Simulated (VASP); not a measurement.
# GeSe (Pnma) in VASP: relaxation of cell and atoms with PBE+D4

Aim: the relaxation of cell and atoms of GeSe with PBE+D4.

All numbers are computed with VASP 6.6.1; they aren't measurements. Logs are shortened: lines on timing, memory, paths and dates and some standing lists are left out, and cuts for length are marked.

### Step 1. The cell of the first run

The structure is orthorhombic, space group Pnma (No. 62). The conventional cell has a = 11.003 Å, b = 3.883 Å, c = 4.417 Å, α = 90.00°, β = 90.00°, γ = 90.00°. Ge (site symmetry m) has 6 Se at 2.58 to 3.43 Å and 2 Ge at 3.50 Å within 3.5 Å. Se (site symmetry m) has 6 Ge at 2.58 to 3.43 Å within 3.5 Å.

### Step 2. Relaxation of cell and atoms, PBE+D4

Contents of INCAR:

```
PREC = Accurate
ENCUT = 500
EDIFF = 1E-7
ISMEAR = -1
SIGMA = 0.02
LREAL = False
LASPH = True
NELM = 120
ALGO = Normal
ISIF = 3
LWAVE = False
LCHARG = False
GGA = PE
IVDW = 13
IBRION = 2
NSW = 80
EDIFFG = -0.005
GGA_COMPAT = False
NELMIN = 4
```

Contents of KPOINTS:

```
Automatic mesh
0
Gamma
  2 6 6
```

Contents of POSCAR:

```
GeSe
1.0
   11.0031142427      0.0000000000      0.0000000000
    0.0000000000      3.8828187102      0.0000000000
    0.0000000000      0.0000000000      4.4165994187
Ge Se
4 4
Direct
    0.1244977450      0.7500000000      0.8882318259
    0.6244977450      0.7500000000      0.6117681741
    0.3755022550      0.2500000000      0.3882318259
    0.8755022550      0.2500000000      0.1117681741
    0.8546979276      0.7500000000      0.5007117930
    0.3546979276      0.7500000000     -0.0007117930
    0.6453020724      0.2500000000      1.0007117930
    0.1453020724      0.2500000000      0.4992882070
```

Potentials or basis: VASP PAW PBE potentials, release 64 (Ge_d, Se).

On the command line:

```bash
$ cat potpaw_PBE.64/Ge_d/POTCAR potpaw_PBE.64/Se/POTCAR > POTCAR
$ mpirun -np 1 vasp_std > vasp.out
```

OUTCAR:

```text
PREC = Accurate
   ENCUT = 500
   EDIFF = 1E-7
   ISMEAR = -1
   LREAL = False
   LASPH = True
   NELM = 120
   ISIF = 3
   GGA = PE
   IVDW = 13
   IBRION = 2
   NSW = 80
   EDIFFG = -0.005
   NELMIN = 4

 ion  position               nearest neighbor table
   1  0.124  0.750  0.888-   6 2.58   8 2.60   8 2.60
   2  0.624  0.750  0.612-   5 2.58   7 2.60   7 2.60
   3  0.376  0.250  0.388-   8 2.58   6 2.60   6 2.60
   4  0.876  0.250  0.112-   7 2.58   5 2.60   5 2.60
   5  0.855  0.750  0.501-   2 2.58   4 2.60   4 2.60
   6  0.355  0.750  0.999-   1 2.58   3 2.60   3 2.60
   7  0.645  0.250  0.001-   4 2.58   2 2.60   2 2.60
   8  0.145  0.250  0.499-   3 2.58   1 2.60   1 2.60

  LATTYP: Found a simple orthorhombic cell.
 ALAT       =     3.8828187102
 B/A-ratio  =     1.1374724777
 C/A-ratio  =     2.8337955140

  Lattice vectors:

 A1 = (   0.0000000000,   3.8828187102,   0.0000000000)
 A2 = (   0.0000000000,   0.0000000000,   4.4165994187)
 A3 = (  11.0031142427,   0.0000000000,   0.0000000000)

Analysis of symmetry for initial positions (statically):
=====================================================================
 Subroutine PRICEL returns:
 Original cell was already a primitive cell.

 Routine SETGRP: Setting up the symmetry group for a
 simple orthorhombic supercell.

 Subroutine GETGRP returns: Found  8 space group operations
 (whereof  2 operations were pure point group operations)
 out of a pool of  8 trial point group operations.

The static configuration has the point symmetry S_2 .
 The point group associated with its full space group is D_2h.

Analysis of symmetry for dynamics (positions and initial velocities):
=====================================================================
 Subroutine PRICEL returns:
 Original cell was already a primitive cell.

 Routine SETGRP: Setting up the symmetry group for a
 simple orthorhombic supercell.

 Subroutine GETGRP returns: Found  8 space group operations
 (whereof  2 operations were pure point group operations)
 out of a pool of  8 trial point group operations.

The dynamic configuration has the point symmetry S_2 .
 The point group associated with its full space group is D_2h.

 Subroutine INISYM returns: Found  8 space group operations
 (whereof  2 operations are pure point group operations),
 and found     1 'primitive' translations

----------------------------------------------------------------------------------------

                                     Primitive cell

  volume of cell :     188.6908

  direct lattice vectors                    reciprocal lattice vectors
    11.003114243  0.000000000  0.000000000     0.090883361  0.000000000  0.000000000
     0.000000000  3.882818710  0.000000000     0.000000000  0.257544860  0.000000000
     0.000000000  0.000000000  4.416599419     0.000000000  0.000000000  0.226418542

  length of vectors
    11.003114243  3.882818710  4.416599419     0.090883361  0.257544860  0.226418542

  position of ions in fractional coordinates (direct lattice)
     0.124497745  0.750000000  0.888231826
     0.624497745  0.750000000  0.611768174
     0.375502255  0.250000000  0.388231826
     0.875502255  0.250000000  0.111768174
     0.854697928  0.750000000  0.500711793
     0.354697928  0.750000000  0.999288207
     0.645302072  0.250000000  0.000711793
     0.145302072  0.250000000  0.499288207

  ion indices of the primitive-cell ions
   primitive index   ion index
                 1           1
                 2           2
                 3           3
                 4           4
                 5           5
                 6           6
                 7           7
                 8           8

----------------------------------------------------------------------------------------

 KPOINTS: Automatic mesh

Automatic generation of k-mesh.
 Grid dimensions read from file:
 generate k-points for:    2    6    6

 Generating k-lattice:

  Cartesian coordinates                     Fractional coordinates (reciprocal lattice)
     0.045441680  0.000000000  0.000000000     0.500000000  0.000000000  0.000000000
     0.000000000  0.042924143  0.000000000     0.000000000  0.166666667  0.000000000
     0.000000000  0.000000000  0.037736424     0.000000000  0.000000000  0.166666667

  Length of vectors
     0.045441680  0.042924143  0.037736424

  Shift w.r.t. Gamma in fractional coordinates (k-lattice)
     0.000000000  0.000000000  0.000000000

 Subroutine IBZKPT returns following result:
 ===========================================

 Found     32 irreducible k-points:

 Following reciprocal coordinates:
            Coordinates               Weight
  0.000000  0.000000  0.000000      1.000000
  0.500000  0.000000  0.000000      1.000000
  0.000000  0.166667  0.000000      2.000000
  0.500000  0.166667  0.000000      2.000000
  0.000000  0.333333  0.000000      2.000000
  0.500000  0.333333  0.000000      2.000000
[... 16 lines left out ...]
  0.000000  0.500000  0.333333      2.000000
  0.500000  0.500000  0.333333      2.000000
 [... further k-points ...]
   k-points           NKPTS =     32   k-points in BZ     NKDIM =     32   number of bands    NBANDS=     48
   number of dos      NEDOS =    301   number of ions     NIONS =      8
   total plane-waves  NPLWV =  71680
   dimension x,y,z NGX =    80 NGY =   28 NGZ =   32
   dimension x,y,z NGXF=   160 NGYF=   56 NGZF=   64
   ions per type =               4   4
   NGX,Y,Z   is equivalent  to a cutoff of  12.09, 11.99, 12.05 a.u.
   NGXF,Y,Z  is equivalent  to a cutoff of  24.17, 23.98, 24.09 a.u.
 SYSTEM =  unknown system
   PREC   = accura    normal or accurate (medium, high low for compatibility)
   ISTART =      0    job   : 0-new  1-cont  2-samecut
   ICHARG =      2    charge: 1-file 2-atom 10-const
   ISPIN  =      1    spin polarized calculation?
   LNONCOLLINEAR =      F non collinear calculations
   LSORBIT =      F    spin-orbit coupling
   LASPH  =      T    aspherical Exc in radial PAW
   ENCUT  =  500.0 eV  36.75 Ry    6.06 a.u.  20.06  7.08  8.05*2*pi/ulx,y,z
   NELM   =    120;   NELMIN=  4; NELMDL= -5     # of ELM steps
   EDIFF  = 0.1E-06   stopping-criterion for ELM
   LREAL  =      F    real-space projection
   EDIFFG = -.5E-02   stopping-criterion for IOM
   NSW    =     80    number of steps for IOM
   IBRION =      2    ionic relax: 0-MD 1-quasi-New 2-CG
   NFREE  =      1    steps in history (QN), initial steepest desc. (CG)
   ISIF   =      3    stress and relaxation
   ISYM   =      2    0-nonsym 1-usesym 2-fastsym
   POTIM  = 0.5000    time-step for ionic-motion
   TEBEG  =    0.0;   TEEND  =   0.0 temperature during run
   PSTRESS=    0.0 pullay stress
   NELECT =      80.0000    total number of electrons
   NUPDOWN=      -1.0000    fix difference up-down
   EMIN   =  10.00;   EMAX   =-10.00  energy-range for DOS
   EFERMI =   0.00;   METHOD = LEGACY
   ISMEAR =    -1;   SIGMA  =   0.02  broadening in eV -4-tet -1-fermi 0-gaus
   EFERMI_NEDOS =   21; number of points for ismear=-14 and -15
   IALGO  =     38    algorithm
   IMIX   =      4    mixing-type and parameters
     AMIX     =   0.40;   BMIX     =  1.00
     AMIX_MAG =   1.60;   BMIX_MAG =  1.00
  volume/ion in A,a.u.               =      23.59       159.17
  Fermi-wavevector in a.u.,A,eV,Ry     =   1.229857  2.324093 20.579464  1.512548
  Thomas-Fermi vector in A             =   2.364728
   LORBIT       =      0    0 simple, 1 ext, 2 COOP (PROOUT), +10 PAW based schemes
   GGA     = PE    functional components
   LHFCALC =     F    Hartree Fock is set to
   AEXX    =    0.0000 exact exchange contribution
   IVDW    =    13    specifies the selected vdW correction
   LEPSILON=     F    determine dielectric tensor
   LRPA    =     F    only Hartree local field effects (RPA)
 conjugate gradient relaxation of ions
 non-spin polarized calculation
  energy-cutoff  :      500.00
  volume of cell :      188.69
 maximum number of plane-waves:      4828
   NGX = 41   NGY = 15   NGZ = 17

--------------------------------------- Ionic step        1  -------------------------------------------

 number of electron      80.0000113 magnetization

 Free energy of the ion-electron system (eV)
  ---------------------------------------------------
  ext. energy  EPLUGINS =         0.00000000
  ---------------------------------------------------
  free energy    TOTEN  =       -33.83202556 eV

  energy without entropy =      -33.83202556  energy(sigma->0) =      -33.83202556

------------------------ aborting loop because EDIFF is reached ----------------------------------------

  DFT-D4 for vdW energy calculation

  Edisp (eV):   -3.20310
[... 123 lines left out ...]
  FREE ENERGIE OF THE ION-ELECTRON SYSTEM (eV)
  ---------------------------------------------------
  free  energy   TOTEN  =       -37.0490554605 eV

  energy  without entropy=      -37.0490554579  energy(sigma->0) =      -37.04905546

 E-fermi :   4.7535     XC(G=0):  -9.9454

 val. band max:        4.4464751051   @ k =   0.0000   0.0000   0.3333
 cond. band min:       5.0489047057   @ k =   0.0000   0.0000   0.0000
 fundamental gap:      0.6024296006
 Fermi energy:         4.7534944233

 k-point     1 :       0.0000    0.0000    0.0000
  band No.  band energies     occupation
      1     -20.1793      2.00000
      2     -20.1769      2.00000
      3     -20.1752      2.00000
      4     -20.1742      2.00000
      5     -20.1740      2.00000
      6     -20.1736      2.00000
[... 1213 lines left out ...]
     47       8.3259      0.00000
     48       8.3259      0.00000

 [... further k-points ...]

 E-fermi :   4.8777     XC(G=0): -10.0378

 val. band max:        4.6226236782   @ k =   0.0000   0.0000   0.3333
 cond. band min:       5.1222409047   @ k =   0.0000   0.0000   0.0000
 fundamental gap:      0.4996172266
 Fermi energy:         4.8777040853

 k-point     1 :       0.0000    0.0000    0.0000
  band No.  band energies     occupation
      1     -20.0516      2.00000
      2     -20.0488      2.00000
      3     -20.0476      2.00000
      4     -20.0468      2.00000
      5     -20.0462      2.00000
      6     -20.0460      2.00000
[... 1213 lines left out ...]
     47       8.5315      0.00000
     48       8.5315      0.00000

 [... further k-points ...]

[... ionic steps 4 to 13 ...]

--------------------------------------- Ionic step       14  -------------------------------------------

 number of electron      80.0000052 magnetization

------------------------ aborting loop because EDIFF is reached ----------------------------------------
[... 87 lines left out ...]
--------------------------------------- Ionic step       16  -------------------------------------------

 number of electron      80.0000057 magnetization

 Free energy of the ion-electron system (eV)
  ---------------------------------------------------
  ext. energy  EPLUGINS =         0.00000000
  ---------------------------------------------------
  free energy    TOTEN  =       -33.73464053 eV

  energy without entropy =      -33.73464035  energy(sigma->0) =      -33.73464044

 E-fermi :   4.9065     XC(G=0): -10.0595

 val. band max:        4.6667668166   @ k =   0.0000   0.0000   0.3333
 cond. band min:       5.1358111765   @ k =   0.0000   0.0000   0.0000
 fundamental gap:      0.4690443600
 Fermi energy:         4.9064682242

 k-point     1 :       0.0000    0.0000    0.0000
  band No.  band energies     occupation
      1     -20.0115      2.00000
      2     -20.0086      2.00000
      3     -20.0074      2.00000
      4     -20.0065      2.00000
      5     -20.0060      2.00000
      6     -20.0058      2.00000
[... 1213 lines left out ...]
     47       8.6441      0.00000
     48       8.6441      0.00000

 [... further k-points ...]

------------------------ aborting loop because EDIFF is reached ----------------------------------------

  DFT-D4 for vdW energy calculation

  Edisp (eV):   -3.33467
[... 31 lines left out ...]
  FREE ENERGIE OF THE ION-ELECTRON SYSTEM (eV)
  ---------------------------------------------------
  free  energy   TOTEN  =       -37.0693134965 eV

  energy  without entropy=      -37.0693133176  energy(sigma->0) =      -37.06931341

 reached required accuracy - stopping structural energy minimisation
```

Wall time 20 min (1 thread of AMD EPYC 9R45 (Zen 5), shared host); peak memory 0.36 GiB.

Results:

```
Free energy                           : -37.0693 eV
Relaxed volume                        : 22.46 Å³/atom
Relaxed cell                          : a = 10.829 Å, b = 3.870 Å, c = 4.287 Å, α = 90.00°, β = 90.00°, γ = 90.00°
Space group after relaxing (to 0.1 Å) : Pnma (No. 62)
Energy gained by relaxing             : 4.3 meV/atom
Ionic steps                           : 16
Pressure after relaxing               : 0.0 GPa
Largest force after relaxing          : 0.004 eV/Å
Band gap on the k mesh                : 0.47 eV (least direct gap 0.80 eV)
Dispersion energy per atom            : -0.417 eV
```

Forces on the atoms (eV/Å):
```
Ge   0.000  0.000  0.003
Ge   0.000  0.000 -0.003
Ge   0.000  0.000  0.003
Ge   0.000  0.000 -0.003
Se  -0.001  0.000 -0.003
Se  -0.001  0.000  0.003
Se   0.001  0.000 -0.003
Se   0.001  0.000  0.003
```

Step by step:
```tsv
step	energy change (eV)	largest force (eV/Å)	pressure (GPa)	volume (Å³)
1	0.0000	0.0199	-0.97	188.69
2	-0.0138	0.1399	-0.09	184.81
3	-0.0139	0.1543	0.02	184.38
4	-0.0204	0.1198	0.02	183.34
5	-0.0292	0.0223	0.14	180.26
6	-0.0324	0.0367	-0.15	180.44
7	-0.0324	0.0390	-0.17	180.45
8	-0.0338	0.0175	0.09	179.53
9	-0.0338	0.0158	0.07	179.60
10	-0.0340	0.0214	-0.04	179.84
11	-0.0341	0.0116	-0.03	179.76
12	-0.0341	0.0110	0.00	179.75
13	-0.0341	0.0114	-0.02	179.75
14	-0.0341	0.0083	0.02	179.68
15	-0.0341	0.0087	0.02	179.62
16	-0.0342	0.0036	0.00	179.69
```

Final structure:
```cif
data_structure
_symmetry_space_group_name_H-M 'P 1'
_symmetry_Int_Tables_number 1
_cell_length_a 10.8286
_cell_length_b 3.8702
_cell_length_c 4.2875
_cell_angle_alpha 90.000
_cell_angle_beta 90.000
_cell_angle_gamma 90.000
_cell_volume 179.69
loop_
_atom_site_label
_atom_site_type_symbol
_atom_site_fract_x
_atom_site_fract_y
_atom_site_fract_z
_atom_site_occupancy
Ge1 Ge 0.12121 0.75000 0.89408 1
Ge2 Ge 0.62121 0.75000 0.60592 1
Ge3 Ge 0.37879 0.25000 0.39408 1
Ge4 Ge 0.87879 0.25000 0.10592 1
Se1 Se 0.85579 0.75000 0.50517 1
Se2 Se 0.35579 0.75000 0.99483 1
Se3 Se 0.64421 0.25000 0.00517 1
Se4 Se 0.14421 0.25000 0.49483 1
```

Levels at points of the mesh, in eV from the valence-band top:
| k point | band 36 | band 37 | band 38 | band 39 | band 40 | band 41 | band 42 | band 43 | band 44 | band 45 |
| --- | --- | --- | --- | --- | --- | --- | --- | --- | --- | --- |
| (0.00, 0.00, 0.00) | -1.94 | -1.54 | -1.29 | -0.89 | -0.33 | 0.47 | 2.70 | 2.71 | 2.72 | 3.05 |
| (0.50, 0.00, 0.00) | -2.24 | -1.88 | -1.88 | -0.53 | -0.53 | 2.34 | 2.34 | 2.40 | 2.40 | 3.53 |
| (0.00, 0.50, 0.00) | -1.95 | -1.33 | -1.33 | -1.22 | -1.22 | 1.05 | 1.05 | 1.14 | 1.14 | 1.57 |
| (0.50, 0.50, 0.00) | -2.35 | -1.50 | -1.50 | -1.50 | -1.50 | 1.43 | 1.43 | 1.43 | 1.43 | 1.91 |
| (0.00, 0.00, 0.50) | -1.44 | -1.02 | -1.02 | -0.45 | -0.45 | 1.13 | 1.13 | 1.77 | 1.77 | 1.84 |
| (0.50, 0.00, 0.50) | -1.98 | -0.61 | -0.61 | -0.59 | -0.59 | 1.16 | 1.16 | 1.85 | 1.85 | 1.88 |
| (0.00, 0.50, 0.50) | -3.55 | -2.43 | -2.43 | -1.69 | -1.69 | 2.78 | 2.78 | 3.26 | 3.26 | 4.91 |
| (0.50, 0.50, 0.50) | -4.22 | -1.65 | -1.65 | -1.65 | -1.65 | 2.44 | 2.44 | 2.44 | 2.44 | 5.11 |

A k mesh can miss the band edges.
